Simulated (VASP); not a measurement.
# Tc (Pm-3m) in VASP: further runs

Tc is run at these levels: r2SCAN; tasks: single point, relaxation of cell and atoms.

Everything below comes from runs of VASP 6.6.1. Logs are shortened: lines on timing, memory, paths and dates and some standing lists are left out, and cuts for length are marked.

## (1) The cell of the first run

The structure is cubic, space group Pm-3m (No. 221). The conventional cell has a = 2.518 Å, b = 2.518 Å, c = 2.518 Å, α = 90.00°, β = 90.00°, γ = 90.00°. Within 3.3 Å of Tc (site symmetry m-3m) lie 6 Tc at 2.52 Å.

This isn't the form of Tc at room conditions, which is hcp.

## (2) Single point, r2SCAN

POSCAR

```
Tc
1.0
    2.5181656991      0.0000000000      0.0000000000
    0.0000000000      2.5181656991      0.0000000000
    0.0000000000      0.0000000000      2.5181656991
Tc
1
Direct
    0.0000000000      0.0000000000      0.0000000000
```

INCAR.step1

```
PREC = Accurate
ENCUT = 520
ISMEAR = -1
SIGMA = 0.05
LREAL = F
LASPH = T
NELM = 80
NBANDS = 12
GGA = PE
ALGO = Normal
EDIFF = 1E-4
LWAVE = T
LCHARG = F
```

INCAR.step2

```
PREC = Accurate
ENCUT = 520
EDIFF = 1E-6
ISMEAR = -1
SIGMA = 0.05
LREAL = F
LASPH = T
NELM = 80
ALGO = Normal
ISIF = 2
LWAVE = F
LCHARG = F
METAGGA = R2SCAN
LMIXTAU = T
NBANDS = 12
ISTART = 1
```

KPOINTS

```
regular mesh
0
Gamma
  8 8 8
```

Potentials or basis: VASP PAW PBE potentials, release 64 (Tc_pv).

Run with:

```sh
> cat potpaw_PBE.64/Tc_pv/POTCAR > POTCAR
> cp INCAR.step1 INCAR
> mpirun -np 1 vasp_std > vasp.out
> cp INCAR.step2 INCAR
> mpirun -np 1 vasp_std > vasp.out
```

OUTCAR:

```text
PREC = Accurate
   ENCUT = 520
   EDIFF = 1E-6
   ISMEAR = -1
   LREAL = F
   LASPH = T
   NELM = 80
   ISIF = 2
   METAGGA = R2SCAN
   ISTART = 1

 ion  position               nearest neighbor table
   1  0.000  0.000  0.000-

  LATTYP: Found a simple cubic cell.
 ALAT       =     2.5181656991

  Lattice vectors:

 A1 = (   2.5181656991,   0.0000000000,   0.0000000000)
 A2 = (   0.0000000000,   2.5181656991,   0.0000000000)
 A3 = (   0.0000000000,   0.0000000000,   2.5181656991)

Analysis of symmetry for initial positions (statically):
=====================================================================
 Subroutine PRICEL returns:
 Original cell was already a primitive cell.

 Routine SETGRP: Setting up the symmetry group for a
 simple cubic supercell.

 Subroutine GETGRP returns: Found 48 space group operations
 (whereof 48 operations were pure point group operations)
 out of a pool of 48 trial point group operations.

The static configuration has the point symmetry O_h .

Analysis of symmetry for dynamics (positions and initial velocities):
=====================================================================
 Subroutine PRICEL returns:
 Original cell was already a primitive cell.

 Routine SETGRP: Setting up the symmetry group for a
 simple cubic supercell.

 Subroutine GETGRP returns: Found 48 space group operations
 (whereof 48 operations were pure point group operations)
 out of a pool of 48 trial point group operations.

The dynamic configuration has the point symmetry O_h .

 Subroutine INISYM returns: Found 48 space group operations
 (whereof 48 operations are pure point group operations),
 and found     1 'primitive' translations

----------------------------------------------------------------------------------------

                                     Primitive cell

  volume of cell :      15.9681

  direct lattice vectors                    reciprocal lattice vectors
     2.518165699  0.000000000  0.000000000     0.397114455  0.000000000  0.000000000
     0.000000000  2.518165699  0.000000000     0.000000000  0.397114455  0.000000000
     0.000000000  0.000000000  2.518165699     0.000000000  0.000000000  0.397114455

  length of vectors
     2.518165699  2.518165699  2.518165699     0.397114455  0.397114455  0.397114455

  position of ions in fractional coordinates (direct lattice)
     0.000000000  0.000000000  0.000000000

  ion indices of the primitive-cell ions
   primitive index   ion index
                 1           1

----------------------------------------------------------------------------------------

 KPOINTS: regular mesh

Automatic generation of k-mesh.
 Grid dimensions read from file:
 generate k-points for:    8    8    8

 Generating k-lattice:

  Cartesian coordinates                     Fractional coordinates (reciprocal lattice)
     0.049639307  0.000000000  0.000000000     0.125000000  0.000000000  0.000000000
     0.000000000  0.049639307  0.000000000     0.000000000  0.125000000  0.000000000
     0.000000000  0.000000000  0.049639307     0.000000000  0.000000000  0.125000000

  Length of vectors
     0.049639307  0.049639307  0.049639307

  Shift w.r.t. Gamma in fractional coordinates (k-lattice)
     0.000000000  0.000000000  0.000000000

 Subroutine IBZKPT returns following result:
 ===========================================

 Found     35 irreducible k-points:

 Following reciprocal coordinates:
            Coordinates               Weight
  0.000000  0.000000  0.000000      1.000000
  0.125000  0.000000  0.000000      6.000000
  0.250000  0.000000  0.000000      6.000000
  0.375000  0.000000  0.000000      6.000000
  0.500000  0.000000  0.000000      3.000000
  0.125000  0.125000  0.000000     12.000000
[... 16 lines left out ...]
  0.375000  0.375000  0.125000     24.000000
  0.500000  0.375000  0.125000     24.000000
 [... further k-points ...]
   k-points           NKPTS =     35   k-points in BZ     NKDIM =     35   number of bands    NBANDS=     12
   number of dos      NEDOS =    301   number of ions     NIONS =      1
   total plane-waves  NPLWV =   8000
   dimension x,y,z NGX =    20 NGY =   20 NGZ =   20
   dimension x,y,z NGXF=    40 NGYF=   40 NGZF=   40
   ions per type =               1
   NGX,Y,Z   is equivalent  to a cutoff of  13.20, 13.20, 13.20 a.u.
   NGXF,Y,Z  is equivalent  to a cutoff of  26.41, 26.41, 26.41 a.u.
 SYSTEM =  unknown system
   PREC   = accura    normal or accurate (medium, high low for compatibility)
   ISTART =      1    job   : 0-new  1-cont  2-samecut
   ICHARG =      0    charge: 1-file 2-atom 10-const
   ISPIN  =      1    spin polarized calculation?
   LNONCOLLINEAR =      F non collinear calculations
   LSORBIT =      F    spin-orbit coupling
   LASPH  =      T    aspherical Exc in radial PAW
   ENCUT  =  520.0 eV  38.22 Ry    6.18 a.u.   4.68  4.68  4.68*2*pi/ulx,y,z
   NELM   =     80;   NELMIN=  2; NELMDL=  0     # of ELM steps
   EDIFF  = 0.1E-05   stopping-criterion for ELM
   LREAL  =      F    real-space projection
   EDIFFG = 0.1E-04   stopping-criterion for IOM
   NSW    =      0    number of steps for IOM
   IBRION =     -1    ionic relax: 0-MD 1-quasi-New 2-CG
   NFREE  =      0    steps in history (QN), initial steepest desc. (CG)
   ISIF   =      2    stress and relaxation
   ISYM   =      2    0-nonsym 1-usesym 2-fastsym
   POTIM  = 0.5000    time-step for ionic-motion
   TEBEG  =    0.0;   TEEND  =   0.0 temperature during run
   PSTRESS=    0.0 pullay stress
   NELECT =      13.0000    total number of electrons
   NUPDOWN=      -1.0000    fix difference up-down
   EMIN   =  10.00;   EMAX   =-10.00  energy-range for DOS
   EFERMI =   0.00;   METHOD = LEGACY
   ISMEAR =    -1;   SIGMA  =   0.05  broadening in eV -4-tet -1-fermi 0-gaus
   EFERMI_NEDOS =   21; number of points for ismear=-14 and -15
   IALGO  =     38    algorithm
   IMIX   =      4    mixing-type and parameters
     AMIX     =   0.40;   BMIX     =  1.00
     AMIX_MAG =   1.60;   BMIX_MAG =  1.00
  volume/ion in A,a.u.               =      15.97       107.76
  Fermi-wavevector in a.u.,A,eV,Ry     =   1.528639  2.888709 31.793246  2.336738
  Thomas-Fermi vector in A             =   2.636370
   LORBIT       =      0    0 simple, 1 ext, 2 COOP (PROOUT), +10 PAW based schemes
   METAGGA = R2SCAN    functional components
   LHFCALC =     F    Hartree Fock is set to
   AEXX    =    0.0000 exact exchange contribution
   IVDW    =     0    specifies the selected vdW correction
   LEPSILON=     F    determine dielectric tensor
   LRPA    =     F    only Hartree local field effects (RPA)
 non-spin polarized calculation
  energy-cutoff  :      520.00
  volume of cell :       15.97
 maximum number of plane-waves:       442
 NGX is ok and might be reduce to    20
   NGX =  9   NGY =  9   NGZ =  9

 number of electron      13.0000004 magnetization

 Free energy of the ion-electron system (eV)
  ---------------------------------------------------
  ext. energy  EPLUGINS =         0.00000000
  ---------------------------------------------------
  free energy    TOTEN  =       -24.92926344 eV

  energy without entropy =      -24.91959920  energy(sigma->0) =      -24.92443132

 E-fermi :  11.1878     XC(G=0): -14.1345

 val. band max:       11.1805176488   @ k =   0.5000   0.3750   0.2500
 cond. band min:      11.3293888330   @ k =   0.5000   0.5000   0.2500
 fundamental gap:      0.1488711842
 Fermi energy:        11.1877559962

 k-point     1 :       0.0000    0.0000    0.0000
  band No.  band energies     occupation
      1     -28.4648      2.00000
      2     -28.4648      2.00000
      3     -28.4648      2.00000
      4       3.9020      2.00000
      5       5.8425      2.00000
      6       5.8425      2.00000
      7      14.2184      0.00000
      8      14.2184      0.00000
      9      14.2184      0.00000
     10      28.5936      0.00000
     11      28.5936      0.00000
     12      28.5936      0.00000

 k-point     2 :       0.1250    0.0000    0.0000
  band No.  band energies     occupation
      1     -28.7002      2.00000
      2     -28.4451      2.00000
      3     -28.4451      2.00000
      4       4.3839      2.00000
      5       5.9647      2.00000
      6       6.4303      2.00000
      7      13.6332      0.00000
      8      13.6332      0.00000
      9      14.2630      0.00000
     10      26.2436      0.00000
     11      29.5377      0.00000
     12      29.5377      0.00000

 k-point     3 :       0.2500    0.0000    0.0000
  band No.  band energies     occupation
      1     -29.2465      2.00000
      2     -28.3969      2.00000
      3     -28.3969      2.00000
      4       5.3903      2.00000
      5       6.2743      2.00000
      6       8.2050      2.00000
      7      12.4299      0.00000
      8      12.4299      0.00000
      9      14.3722      0.00000
     10      22.8565      0.00000
     11      30.3659      0.00000
     12      31.7063      0.00000
[... 286 lines left out ...]
 k-point    23 :       0.3750    0.3750    0.1250
  band No.  band energies     occupation
      1     -29.5755      2.00000
      2     -29.5554      2.00000
      3     -28.4520      2.00000
      4       6.0350      2.00000
      5       8.3857      2.00000
      6      10.6078      1.99998
      7      10.6723      1.99993
      8      13.3352      0.00000
      9      15.9152      0.00000
     10      21.8377      0.00000
     11      26.0622      0.00000
     12      30.2289      0.00000

 k-point    24 :       0.5000    0.3750    0.1250
  band No.  band energies     occupation
      1     -29.7637      2.00000
      2     -29.5356      2.00000
      3     -28.4312      2.00000
      4       5.6278      2.00000
      5       8.6169      2.00000
      6      10.2729      2.00000
      7      10.7633      1.99959
      8      14.1710      0.00000
      9      18.2105      0.00000
     10      19.7973      0.00000
     11      26.3571      0.00000
     12      29.1471      0.00000

 [... further k-points ...]
[... 5 lines left out ...]
  --------------------------------------------------------------------------------------
  -------------------------------------------------------------------------------------
  Total        0.0420545      0.0420545      0.0420545      0.0000000     -0.0000000      0.0000000
  in kB        4.2195887      4.2195887      4.2195887      0.0000000     -0.0000000      0.0000000
  external PRESSURE =       4.2195887 kB  Pullay stress =       0.0000000 kB

 VOLUME and BASIS-vectors are now :
 -----------------------------------------------------------------------------
  energy-cutoff  :      520.00
  volume of cell :       15.97
      direct lattice vectors                 reciprocal lattice vectors
     2.518165699  0.000000000  0.000000000     0.397114455  0.000000000  0.000000000
     0.000000000  2.518165699  0.000000000     0.000000000  0.397114455  0.000000000
     0.000000000  0.000000000  2.518165699     0.000000000  0.000000000  0.397114455

 POSITION                                       TOTAL-FORCE (eV/Angst)
 -----------------------------------------------------------------------------------
      0.00000      0.00000      0.00000         0.000000      0.000000      0.000000
 -----------------------------------------------------------------------------------
    total drift:                                0.000000      0.000000      0.000000

  FREE ENERGIE OF THE ION-ELECTRON SYSTEM (eV)
  ---------------------------------------------------
  free  energy   TOTEN  =       -24.9292634396 eV

  energy  without entropy=      -24.9195991974  energy(sigma->0) =      -24.92443132
```

Run time: 19 s. Hardware: 1 thread of Intel Xeon Platinum 8259CL at 2.50GHz (Skylake/Cascade Lake), shared host; peak memory 0.13 GiB.

What came out:

```
Free energy            : -24.9293 eV
Pressure               : 0.4 GPa
Band gap on the k mesh : zero (an odd number of electrons rules out a gap without spin polarisation)
```

Levels at points of the mesh, in eV from the Fermi level:
```
           k point  band 4  band 5  band 6  band 7  band 8  band 9
(0.00, 0.00, 0.00)   -7.29   -5.35   -5.35    3.03    3.03    3.03
(0.50, 0.00, 0.00)   -4.43   -4.30   -0.14   -0.14   -0.05    3.34
(0.50, 0.50, 0.00)   -6.22   -3.26    0.49    0.49    5.16    6.20
(0.50, 0.50, 0.50)   -4.63   -4.63   -4.63    5.38    5.38    9.05
```

Caveat: the PAW data sets were made with another functional, which shifts forces and pressure a little.

(Continued in part 2 of 2.)
